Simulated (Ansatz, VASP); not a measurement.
**One calculation of Na3Cl2, two programs**

```
Na Cl
1.0
     1.75995  -10.17026    0.00000
     1.75995   10.17026    0.00000
     0.00000    0.00000    3.52764
Na Cl
3 2
Direct
  0.47512 0.48298 0.95459
  0.30926 0.65412 0.03074
  0.66989 0.33715 0.95093
  0.90260 0.07500 0.50868
  0.07773 0.90282 0.48853
```

Alike in both runs: task single point; functional PBE; k mesh 1 × 1 × 1; occupations gaussian, width 0.1 eV; no spin polarisation.

|  | VASP | Ansatz |
| --- | --- | --- |
| version | VASP 6.6.1 | Ansatz 0.2.0 |
| potentials or method | VASP PAW PBE potentials, release 64 (Na_sv, Cl), cutoff 1130 eV | scalar-relativistic, plane waves, PAW |
| valence electrons in the cell | 41 | 41 |

VASP gave:

- pressure (GPa): 7.9
- traceless stress, the component that is largest in VASP (GPa): -5.85
- rms of the force components (eV/Å): 0.084

Q: Which values does Ansatz return?

A: Pressure (GPa): 8.2; traceless stress, the component that is largest in VASP (GPa): -5.86; rms of the force components (eV/Å): 0.083.

Atom by atom the forces differ by 0.001 eV/Å (rms over components).

The k mesh is coarse, so the values compare programs but aren't converged.
